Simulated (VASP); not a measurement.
A run of VASP 6.6.1:

File INCAR:

```
  PREC = Accurate
  ENCUT = 520
  EDIFF = 1E-7
  ISMEAR = 0
  SIGMA = 0.1
  LREAL = F
  LASPH = T
  NELM = 60
  ALGO = Normal
  ISIF = 2
  LWAVE = F
  LCHARG = T
  GGA = PS
  LELF = T
  LVHAR = T
  NBANDS = 16
```

KPOINTS

```
regular mesh
0
Gamma
  12 12 12
```

The input POSCAR:

```
HgTe
1.0
    0.0000000000      3.2558862266      3.2558862266
    3.2558862266      0.0000000000      3.2558862266
    3.2558862266      3.2558862266      0.0000000000
Hg Te
1 1
Direct
    0.0000000000      0.0000000000      0.0000000000
    0.7500000000      0.7500000000      0.7500000000
```

Potentials or basis: VASP PAW PBE potentials, release 64 (Hg, Te).

The run is started by

```bash
$ cat potpaw_PBE.64/Hg/POTCAR potpaw_PBE.64/Te/POTCAR > POTCAR
$ mpirun -np 1 vasp_std > vasp.out
```

Hardware: 1 thread of AMD EPYC 9R45 (Zen 5), with other jobs on the host.

How long does it take, and how much memory?

It took 44 s on 1 thread of AMD EPYC 9R45 (Zen 5) (shared host), peak memory 0.22 GiB. Counts: scf iterations 13, k points 72.
